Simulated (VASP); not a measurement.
Set up this calculation in VASP 6.6.1, as the native input.

```yaml
Task: single point
Functional: r2SCAN
Potentials_or_basis: VASP PAW PBE potentials, release 64 (Cr_pv)
Cutoff: 520 eV
k_mesh: 15 × 15 × 15
Occupations: gaussian, width 0.1 eV
Spin: no spin polarisation
Dipole_correction: no
Further_INCAR_settings: ALGO = Normal; EDIFF = 1e-06; NBANDS = 12
```

The system is Cr.

```
Cr
1.0
    -1.41496    1.41496    1.41496
     1.41496   -1.41496    1.41496
     1.41496    1.41496   -1.41496
Cr
1
Direct
  0.00000 0.00000 0.00000
```

The input as run:

POSCAR

```
Cr
1.0
   -1.4149597590      1.4149597590      1.4149597590
    1.4149597590     -1.4149597590      1.4149597590
    1.4149597590      1.4149597590     -1.4149597590
Cr
1
Direct
    0.0000000000      0.0000000000      0.0000000000
```

INCAR.step1

```
ALGO     = Normal         # electronic algorithm
EDIFF    = 1E-4           # SCF threshold, eV
ENCUT    = 520            # plane-wave cutoff, eV
GGA      = PE             # functional
ISMEAR   = 0              # smearing method
LASPH    = T              # aspherical terms in the spheres
LCHARG   = F              # write CHGCAR
LREAL    = F              # projectors in reciprocal space
LWAVE    = T              # write WAVECAR
NBANDS   = 12             # bands
NELM     = 60             # most SCF steps
PREC     = Accurate       # precision mode
SIGMA    = 0.1            # smearing width, eV
```

INCAR.step2

```
ALGO     = Normal         # electronic algorithm
EDIFF    = 1E-6           # SCF threshold, eV
ENCUT    = 520            # plane-wave cutoff, eV
ISIF     = 2              # what is computed and relaxed
ISMEAR   = 0              # smearing method
ISTART   = 1            
LASPH    = T              # aspherical terms in the spheres
LCHARG   = F              # write CHGCAR
LMIXTAU  = T            
LREAL    = F              # projectors in reciprocal space
LWAVE    = F              # write WAVECAR
METAGGA  = R2SCAN         # meta-GGA
NBANDS   = 12             # bands
NELM     = 60             # most SCF steps
PREC     = Accurate       # precision mode
SIGMA    = 0.1            # smearing width, eV
```

KPOINTS

```
k-points
0
Gamma
  15 15 15
```

Potentials or basis: VASP PAW PBE potentials, release 64 (Cr_pv).

The run is started by

```console
$ cat potpaw_PBE.64/Cr_pv/POTCAR > POTCAR
$ cp INCAR.step1 INCAR
$ mpirun -np 1 vasp_std > vasp.out
$ cp INCAR.step2 INCAR
$ mpirun -np 1 vasp_std > vasp.out
```

It gave:

```
Pressure               : 0.6 GPa
Band gap on the k mesh : zero (band 6 reaches 13.62 eV, above the bottom of band 7 at 10.20 eV)
```

Caveat: the PAW data sets were made with another functional, which shifts forces and pressure a little; the run has no spin polarisation, though such a crystal can be magnetic.

It took 39 s on 1 thread of Intel Xeon 6975P-C (shared host), peak memory 0.13 GiB.
